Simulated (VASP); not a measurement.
# HgTe (Fm-3m) in VASP: further runs, part 2 of 2

VASP 6.6.1.

## Step 5: Single point, PBEsol+D3(BJ)

INCAR reads:

```
SYSTEM = HgTe
  PREC = Accurate
  ENCUT = 500
  EDIFF = 1E-6
  ISMEAR = 1
  SIGMA = 0.025
  LREAL = .False.
  LASPH = .True.
  NELM = 120
  ALGO = Normal
  ISIF = 2
  LWAVE = .False.
  LCHARG = .False.
  GGA = PS
  IVDW = 12
  NBANDS = 16
  GGA_COMPAT = .False.
```

KPOINTS reads:

```
Automatic mesh
0
Gamma
  7 7 7
  0 0 0
```

POSCAR reads:

```
HgTe
1.0
    0.0000000000      3.1800000000      3.1800000000
    3.1800000000      0.0000000000      3.1800000000
    3.1800000000      3.1800000000      0.0000000000
Hg Te
1 1
Direct
    0.0000000000      0.0000000000      0.0000000000
    0.5000000000      0.5000000000      0.5000000000
```

Potentials or basis: VASP PAW PBE potentials, release 64 (Hg, Te).

Command:

```bash
$ cat potpaw_PBE.64/Hg/POTCAR potpaw_PBE.64/Te/POTCAR > POTCAR
$ mpirun -np 1 vasp_std > vasp.out
```

OUTCAR:

```text
SYSTEM = HgTe
   PREC = Accurate
   ENCUT = 500
   EDIFF = 1E-6
   ISMEAR = 1
   LREAL = .False.
   LASPH = .True.
   NELM = 120
   ISIF = 2
   GGA = PS
   IVDW = 12
 IVDW          = 12

 ion  position               nearest neighbor table
   1  0.000  0.000  0.000-   2 3.18   2 3.18   2 3.18   2 3.18   2 3.18   2 3.18
   2  0.500  0.500  0.500-   1 3.18   1 3.18   1 3.18   1 3.18   1 3.18   1 3.18

  LATTYP: Found a face centered cubic cell.
 ALAT       =     6.3600000000

  Lattice vectors:

 A1 = (   0.0000000000,   3.1800000000,   3.1800000000)
 A2 = (   3.1800000000,   0.0000000000,   3.1800000000)
 A3 = (   3.1800000000,   3.1800000000,   0.0000000000)

Analysis of symmetry for initial positions (statically):
=====================================================================
 Subroutine PRICEL returns:
 Original cell was already a primitive cell.

 Routine SETGRP: Setting up the symmetry group for a
 face centered cubic supercell.

 Subroutine GETGRP returns: Found 48 space group operations
 (whereof 48 operations were pure point group operations)
 out of a pool of 48 trial point group operations.

The static configuration has the point symmetry O_h .

Analysis of symmetry for dynamics (positions and initial velocities):
[... 159 lines left out ...]
 fundamental gap:      0.1084667897
 Fermi energy:         2.9544191679

 k-point     1 :       0.0000    0.0000    0.0000
  band No.  band energies     occupation
      1      -8.3515      2.00000
      2      -3.3231      2.00000
      3      -3.3231      2.00000
      4      -3.2707      2.00000
      5      -3.2707      2.00000
      6      -3.2707      2.00000
[... 357 lines left out ...]
      3      -3.3083      2.00000
      4      -3.2426      2.00000
      5      -3.1101      2.00000
      6      -2.9062      2.00000
[... 8 lines left out ...]
     15      12.9149      0.00000
     16      15.0608      0.00000

------------------------ aborting loop because EDIFF is reached ----------------------------------------

 Edisp (eV)   -0.73351

 E8    (eV) :    -0.4980

  FORCE on cell =-STRESS in cart. coord.  units (eV):
  Direction    XX          YY          ZZ          XY          YZ          ZX
  --------------------------------------------------------------------------------------
  -------------------------------------------------------------------------------------
  Total      -3.30639    -3.30639    -3.30639     0.00000    -0.00000     0.00000
  in kB     -82.36696   -82.36696   -82.36696     0.00000    -0.00000     0.00000
  external pressure =      -82.37 kB  Pullay stress =        0.00 kB

 VOLUME and BASIS-vectors are now :
 -----------------------------------------------------------------------------
  energy-cutoff  :      500.00
  volume of cell :       64.31
      direct lattice vectors                 reciprocal lattice vectors
     0.000000000  3.180000000  3.180000000    -0.157232704  0.157232704  0.157232704
     3.180000000  0.000000000  3.180000000     0.157232704 -0.157232704  0.157232704
     3.180000000  3.180000000  0.000000000     0.157232704  0.157232704 -0.157232704

 POSITION                                       TOTAL-FORCE (eV/Angst)
 -----------------------------------------------------------------------------------
      0.00000      0.00000      0.00000         0.000000      0.000000      0.000000
      3.18000      3.18000      3.18000        -0.000000      0.000000      0.000000
 -----------------------------------------------------------------------------------
    total drift:                               -0.000000      0.000000      0.000000

  FREE ENERGIE OF THE ION-ELECTRON SYSTEM (eV)
  ---------------------------------------------------
  free  energy   TOTEN  =        -4.7152935171 eV

  energy  without entropy=       -4.7151130745  energy(sigma->0) =       -4.71523337
```

OSZICAR:

```text
N       E                     dE             d eps       ncg     rms          rms(c)
DAV:   1     0.968073498920E+02    0.96807E+02   -0.78111E+03   648   0.944E+02
DAV:   2    -0.839179183930E+00   -0.97647E+02   -0.90990E+02   760   0.221E+02
DAV:   3    -0.415817883900E+01   -0.33190E+01   -0.33099E+01   784   0.412E+01
DAV:   4    -0.418182978273E+01   -0.23651E-01   -0.23650E-01   920   0.329E+00
DAV:   5    -0.418192510221E+01   -0.95319E-04   -0.95319E-04   840   0.163E-01    0.531E+00
DAV:   6    -0.398968546600E+01    0.19224E+00   -0.41182E-01   752   0.753E+00    0.437E+00
DAV:   7    -0.398360616422E+01    0.60793E-02   -0.51329E-02   736   0.152E+00    0.185E+00
DAV:   8    -0.398193325860E+01    0.16729E-02   -0.41074E-03   728   0.693E-01    0.369E-01
DAV:   9    -0.398176750050E+01    0.16576E-03   -0.44095E-04   840   0.183E-01    0.411E-02
DAV:  10    -0.398177990419E+01   -0.12404E-04   -0.39967E-05   704   0.563E-02    0.295E-02
DAV:  11    -0.398178419820E+01   -0.42940E-05   -0.56553E-06   760   0.158E-02    0.899E-03
DAV:  12    -0.398178425335E+01   -0.55147E-07   -0.50269E-07   408   0.532E-03
   1 F= -.47152935E+01 E0= -.47152334E+01  d E =-.180443E-03
```

Run time: 19 s. Hardware: 1 thread of AMD EPYC 9R45 (Zen 5), shared host; peak memory 0.19 GiB.

What came out:

| Quantity | Value |
| --- | --- |
| Free energy | -4.7153 eV |
| Pressure | -8.2 GPa |
| Band gap on the k mesh | zero (bands 9 and 10 overlap by 1.94 eV) |
| Dispersion energy per atom | -0.367 eV |

Caveat: the cell stands under tension; the PAW data sets were made with another functional, which shifts forces and pressure a little; spin-orbit coupling is left out, which moves the levels of the heavy elements.

## Step 6: Summary

```csv
level,spin,k mesh,cutoff (eV),smearing,grid for exact exchange (PRECFOCK),share of exact exchange,screening parameter,gap on the mesh (eV),pressure (GPa)
PBE,off,7 × 7 × 7,500,gaussian 0.024 eV,-,-,-,none,-3.7
PBE-based screened hybrid with 25 % exact exchange,off,4 × 4 × 4,520,fermi-dirac 0.05 eV,Normal,0.25,0.3 1/Å,none,-4.1
HSE06,"non-collinear, zero start, SOC",3 × 3 × 3,520,fermi-dirac 0.05 eV,Normal,0.25,0.2079 1/Å,-,-3.8
PBEsol+D3(BJ),off,7 × 7 × 7,500,methfessel-paxton 0.025 eV,-,-,-,none,-8.2
```

Alike in all rows: task single point; potentials or basis VASP PAW PBE potentials, release 64 (Hg, Te); cell as given.

Caveats: some runs use coarse meshes; spin-orbit coupling is left out, which moves the levels of the heavy elements (at least some runs); the PAW data sets were made with another functional, which shifts forces and pressure a little (at least some runs); the cell stands under tension (at least some runs).

Total energies depend on the potentials used, so only differences within one code and one set of settings carry meaning.
